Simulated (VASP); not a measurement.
# SiRu4 in VASP: relaxation of the atoms with PBE

Aim: the relaxation of the atoms of SiRu4 with PBE.

Everything below comes from runs of VASP 6.6.1. Logs are shortened: lines on timing, memory, paths and dates and some standing lists are left out, and cuts for length are marked.

## (1) The cell of the first run

The cell holds a slab with vacuum, 5 atoms: a = 2.720 Å, b = 2.720 Å, c = 21.866 Å, α = 90.00°, β = 90.00°, γ = 120.00°.

## (2) Relaxation of the atoms, PBE

INCAR reads:

```
SYSTEM = SiRu4
PREC = Accurate
ENCUT = 520
EDIFF = 1E-7
ISMEAR = 0
SIGMA = 0.1
LREAL = .False.
LASPH = .True.
NELM = 80
ALGO = Normal
ISIF = 2
LWAVE = .False.
LCHARG = .False.
LDIPOL = .True.
IDIPOL = 3
DIPOL = 0.5 0.5 0.382
GGA = PE
IBRION = 2
NSW = 36
EDIFFG = -0.025
```

KPOINTS reads:

```
regular mesh
0
Gamma
  12 12 1
  0 0 0
```

POSCAR reads:

```
SiRu4
1.0
    2.7197977464      0.0000000000      0.0000000000
   -1.3598988732      2.3554139415      0.0000000000
    0.0000000000      0.0000000000     21.8663388848
Ru Si
4 1
Selective dynamics
Direct
    0.6666666667      0.3333333333      0.1829295714  F F F
    0.3333333333      0.6666666667      0.2811778375  F F F
    0.6666666667      0.3333333333      0.3790816284  F F F
    0.3333333333      0.6666666667      0.4740774823  F F F
    0.3333333333      0.6666666667      0.5920670558  F F T
```

Potentials or basis: VASP PAW PBE potentials, release 64 (Ru_pv, Si).

Launch:

```bash
$ cat potpaw_PBE.64/Ru_pv/POTCAR potpaw_PBE.64/Si/POTCAR > POTCAR
$ mpirun -np 1 vasp_std > vasp.out
```

OUTCAR:

```text
SYSTEM = SiRu4
   PREC = Accurate
   ENCUT = 520
   EDIFF = 1E-7
   ISMEAR = 0
   LREAL = .False.
   LASPH = .True.
   NELM = 80
   ISIF = 2
   GGA = PE
   IBRION = 2
   NSW = 36
   EDIFFG = -0.025

 ion  position               nearest neighbor table
   1  0.667  0.333  0.183-   2 2.66   2 2.66   2 2.66
   2  0.333  0.667  0.281-   3 2.65   3 2.65   3 2.65   1 2.66   1 2.66   1 2.66
   3  0.667  0.333  0.379-   4 2.60   4 2.60   4 2.60   2 2.65   2 2.65   2 2.65
   4  0.333  0.667  0.474-   5 2.58   3 2.60   3 2.60   3 2.60
   5  0.333  0.667  0.592-   4 2.58

  LATTYP: Found a hexagonal cell.
 ALAT       =     2.7197977464
 C/A-ratio  =     8.0396929933

  Lattice vectors:

 A1 = (   2.7197977464,   0.0000000000,   0.0000000000)
 A2 = (  -1.3598988732,   2.3554139415,   0.0000000000)
 A3 = (   0.0000000000,   0.0000000000,  21.8663388848)

Analysis of symmetry for initial positions (statically):
=====================================================================
 Subroutine PRICEL returns:
 Original cell was already a primitive cell.

 Routine SETGRP: Setting up the symmetry group for a
 hexagonal supercell.

 Subroutine GETGRP returns: Found  6 space group operations
 (whereof  6 operations were pure point group operations)
 out of a pool of 24 trial point group operations.

The static configuration has the point symmetry C_3v.

Analysis of symmetry for dynamics (positions and initial velocities):
=====================================================================
 Subroutine PRICEL returns:
 Original cell was already a primitive cell.

 Routine SETGRP: Setting up the symmetry group for a
 hexagonal supercell.

 Subroutine GETGRP returns: Found  6 space group operations
 (whereof  6 operations were pure point group operations)
 out of a pool of 24 trial point group operations.

The dynamic configuration has the point symmetry C_3v.

Analysis of constrained symmetry for selective dynamics:
=====================================================================
 Subroutine PRICEL returns:
 Original cell was already a primitive cell.

 Routine SETGRP: Setting up the symmetry group for a
 hexagonal supercell.

 Subroutine GETGRP returns: Found  6 space group operations
 (whereof  6 operations were pure point group operations)
 out of a pool of 24 trial point group operations.

The constrained configuration has the point symmetry C_3v.

 Subroutine INISYM returns: Found  6 space group operations
 (whereof  6 operations are pure point group operations),
 and found     1 'primitive' translations

----------------------------------------------------------------------------------------

                                     Primitive cell

  volume of cell :     140.0812

  direct lattice vectors                    reciprocal lattice vectors
     2.719797746  0.000000000  0.000000000     0.367674398  0.212276913  0.000000000
    -1.359898873  2.355413942  0.000000000     0.000000000  0.424553826  0.000000000
     0.000000000  0.000000000 21.866338885     0.000000000  0.000000000  0.045732393

  length of vectors
     2.719797746  2.719797746 21.866338885     0.424553826  0.424553826  0.045732393

  position of ions in fractional coordinates (direct lattice)
     0.666666667  0.333333333  0.182929571
     0.333333333  0.666666667  0.281177838
     0.666666667  0.333333333  0.379081628
     0.333333333  0.666666667  0.474077482
     0.333333333  0.666666667  0.592067056

  ion indices of the primitive-cell ions
   primitive index   ion index
                 1           1
                 2           2
                 3           3
                 4           4
                 5           5

----------------------------------------------------------------------------------------

 KPOINTS: regular mesh

Automatic generation of k-mesh.
 Grid dimensions read from file:
 generate k-points for:   12   12    1

 Generating k-lattice:

  Cartesian coordinates                     Fractional coordinates (reciprocal lattice)
     0.030639533  0.017689743  0.000000000     0.083333333  0.000000000  0.000000000
     0.000000000  0.035379485  0.000000000     0.000000000  0.083333333  0.000000000
     0.000000000  0.000000000  0.045732393     0.000000000  0.000000000  1.000000000

  Length of vectors
     0.035379485  0.035379485  0.045732393

  Shift w.r.t. Gamma in fractional coordinates (k-lattice)
     0.000000000  0.000000000  0.000000000

 Subroutine IBZKPT returns following result:
 ===========================================

 Found     19 irreducible k-points:

 Following reciprocal coordinates:
            Coordinates               Weight
  0.000000  0.000000  0.000000      1.000000
  0.083333  0.000000  0.000000      6.000000
  0.166667  0.000000  0.000000      6.000000
  0.250000  0.000000  0.000000      6.000000
  0.333333 -0.000000  0.000000      6.000000
  0.416667  0.000000  0.000000      6.000000
[... 11 lines left out ...]
  0.333333  0.250000  0.000000     12.000000
  0.333333  0.333333  0.000000      2.000000
   k-points           NKPTS =     19   k-points in BZ     NKDIM =     19   number of bands    NBANDS=     36
   number of dos      NEDOS =    301   number of ions     NIONS =      5
   total plane-waves  NPLWV =  67200
   dimension x,y,z NGX =    20 NGY =   20 NGZ =  168
   dimension x,y,z NGXF=    40 NGYF=   40 NGZF=  336
   ions per type =               4   1
   NGX,Y,Z   is equivalent  to a cutoff of  12.22, 12.22, 12.77 a.u.
   NGXF,Y,Z  is equivalent  to a cutoff of  24.45, 24.45, 25.55 a.u.
 SYSTEM =  SiRu4
   PREC   = accura    normal or accurate (medium, high low for compatibility)
   ISTART =      0    job   : 0-new  1-cont  2-samecut
   ICHARG =      2    charge: 1-file 2-atom 10-const
   ISPIN  =      1    spin polarized calculation?
   LNONCOLLINEAR =      F non collinear calculations
   LSORBIT =      F    spin-orbit coupling
   LASPH  =      T    aspherical Exc in radial PAW
   ENCUT  =  520.0 eV  38.22 Ry    6.18 a.u.   5.06  5.06 40.66*2*pi/ulx,y,z
   NELM   =     80;   NELMIN=  2; NELMDL= -5     # of ELM steps
   EDIFF  = 0.1E-06   stopping-criterion for ELM
   LREAL  =      F    real-space projection
   EDIFFG = -.3E-01   stopping-criterion for IOM
   NSW    =     36    number of steps for IOM
   IBRION =      2    ionic relax: 0-MD 1-quasi-New 2-CG
   NFREE  =      1    steps in history (QN), initial steepest desc. (CG)
   ISIF   =      2    stress and relaxation
   ISYM   =      2    0-nonsym 1-usesym 2-fastsym
   POTIM  = 0.5000    time-step for ionic-motion
   TEBEG  =    0.0;   TEEND  =   0.0 temperature during run
   PSTRESS=    0.0 pullay stress
   NELECT =      60.0000    total number of electrons
   NUPDOWN=      -1.0000    fix difference up-down
   EMIN   =  10.00;   EMAX   =-10.00  energy-range for DOS
   EFERMI =   0.00;   METHOD = LEGACY
   ISMEAR =     0;   SIGMA  =   0.10  broadening in eV -4-tet -1-fermi 0-gaus
   EFERMI_NEDOS =   21; number of points for ismear=-14 and -15
   IALGO  =     38    algorithm
   IMIX   =      4    mixing-type and parameters
     AMIX     =   0.40;   BMIX     =  1.00
     AMIX_MAG =   1.60;   BMIX_MAG =  1.00
  volume/ion in A,a.u.               =      28.02       189.06
  Fermi-wavevector in a.u.,A,eV,Ry     =   1.234048  2.332012 20.719954  1.522874
  Thomas-Fermi vector in A             =   2.368753
   LORBIT       =      0    0 simple, 1 ext, 2 COOP (PROOUT), +10 PAW based schemes
   GGA     = PE    functional components
   LHFCALC =     F    Hartree Fock is set to
   AEXX    =    0.0000 exact exchange contribution
   IVDW    =     0    specifies the selected vdW correction
   LEPSILON=     F    determine dielectric tensor
   LRPA    =     F    only Hartree local field effects (RPA)
 conjugate gradient relaxation of ions
 non-spin polarized calculation
 Gauss-broadening in eV      SIGMA  =   0.10
  energy-cutoff  :      520.00
  volume of cell :      140.08
 maximum number of plane-waves:      3813
   NGX = 11   NGY = 11   NGZ = 81

--------------------------------------- Ionic step        1  -------------------------------------------

 number of electron      60.0000019 magnetization

 Free energy of the ion-electron system (eV)
  ---------------------------------------------------
  ext. energy  EPLUGINS =         0.00000000
  ---------------------------------------------------
  free energy    TOTEN  =       -40.30313632 eV

  energy without entropy =      -40.27702441  energy(sigma->0) =      -40.29008037

------------------------ aborting loop because EDIFF is reached ----------------------------------------

  FORCE on cell =-STRESS in cart. coord.  units (eV):
  Direction    XX          YY          ZZ          XY          YZ          ZX
  --------------------------------------------------------------------------------------
  -------------------------------------------------------------------------------------
  Total       -3.3473800     -3.3473800     -2.7820086     -0.0000000      0.0000000      0.0000000
  in kB      -38.2856186    -38.2856186    -31.8191903     -0.0000000      0.0000000      0.0000000
  external PRESSURE =     -36.1301425 kB  Pullay stress =       0.0000000 kB
[... 59 lines left out ...]
  FREE ENERGIE OF THE ION-ELECTRON SYSTEM (eV)
  ---------------------------------------------------
  free  energy   TOTEN  =       -40.3280132040 eV

  energy  without entropy=      -40.3024415386  energy(sigma->0) =      -40.31522737

 dipolmoment           0.000000      0.000000      0.014819 electrons x Angstroem

--------------------------------------- Ionic step        3  -------------------------------------------

 number of electron      60.0000020 magnetization

------------------------ aborting loop because EDIFF is reached ----------------------------------------
[... 34 lines left out ...]
--------------------------------------- Ionic step        4  -------------------------------------------

 number of electron      60.0000020 magnetization

 dipolmoment           0.000000      0.000000     -0.024518 electrons x Angstroem

 Free energy of the ion-electron system (eV)
  ---------------------------------------------------
  ext. energy  EPLUGINS =         0.00000000
  ---------------------------------------------------
  free energy    TOTEN  =       -40.36866329 eV

  energy without entropy =      -40.34526822  energy(sigma->0) =      -40.35696575

 E-fermi :   3.6259     XC(G=0):  -7.5540

 val. band max:        3.6168135879   @ k =   0.4167   0.0000   0.0000
 cond. band min:       3.6444065556   @ k =   0.0833   0.0833   0.0000
 fundamental gap:      0.0275929678
 Fermi energy:         3.6259041872

 k-point     1 :       0.0000    0.0000    0.0000
  band No.  band energies     occupation
      1     -39.9428      2.00000
      2     -39.5217      2.00000
      3     -39.1795      2.00000
      4     -39.1795      2.00000
      5     -39.0877      2.00000
      6     -39.0877      2.00000
[... 730 lines left out ...]
     35       4.8001      0.00000
     36       7.6164      0.00000

------------------------ aborting loop because EDIFF is reached ----------------------------------------

 vacuum level on the upper side and lower side of the slab       (xc-potential included)        -0.346         0.331

  FORCE on cell =-STRESS in cart. coord.  units (eV):
  Direction    XX          YY          ZZ          XY          YZ          ZX
  --------------------------------------------------------------------------------------
  -------------------------------------------------------------------------------------
  Total       -3.0733629     -3.0733629     -0.5254143      0.0000000     -0.0000000      0.0000000
  in kB      -35.1515514    -35.1515513     -6.0094197      0.0000000     -0.0000000      0.0000000
  external PRESSURE =     -25.4375075 kB  Pullay stress =       0.0000000 kB
[... 20 lines left out ...]
  FREE ENERGIE OF THE ION-ELECTRON SYSTEM (eV)
  ---------------------------------------------------
  free  energy   TOTEN  =       -40.3686632869 eV

  energy  without entropy=      -40.3452682220  energy(sigma->0) =      -40.35696575

 reached required accuracy - stopping structural energy minimisation

 vacuum level on the upper side and lower side of the slab         8.009         8.701
```

It took 6.3 min on 1 thread of Intel Xeon Platinum 8375C at 2.90GHz (Ice Lake), shared host; peak memory 0.29 GiB.

What came out:

| Item | Value |
| --- | --- |
| Free energy | -40.3687 eV |
| Energy gained by relaxing | 13.1 meV/atom |
| Ionic steps | 4 |
| Band gap on the k mesh | zero (bands 30 and 31 overlap by 2.22 eV) |

The path:
```
step  energy change (eV)  largest force on free atoms (eV/Å)  pressure (GPa)
   1              0.0000                              0.7497           -3.61
   2             -0.0249                              0.6221           -3.42
   3             -0.0652                              0.0733           -2.67
   4             -0.0655                              0.0238           -2.54
```

Final structure:
```
Ru Si
1.0
     2.71980    0.00000    0.00000
    -1.35990    2.35541    0.00000
     0.00000    0.00000   21.86634
Ru Si
4 1
Direct
  0.66667 0.33333 0.18293
  0.33333 0.66667 0.28118
  0.66667 0.33333 0.37908
  0.33333 0.66667 0.47408
  0.33333 0.66667 0.58479
```

Levels at points of the mesh, in eV from the Fermi level:
| k point | band 28 | band 29 | band 30 | band 31 | band 32 | band 33 |
| --- | --- | --- | --- | --- | --- | --- |
| (0.00, 0.00, 0.00) | -1.91 | -0.91 | -0.86 | -0.86 | 0.11 | 0.11 |
| (0.50, 0.00, 0.00) | 0.10 | 0.57 | 1.31 | 1.37 | 1.57 | 1.87 |

The gap in the log of VASP goes by the Fermi energy; the results here count the filled bands.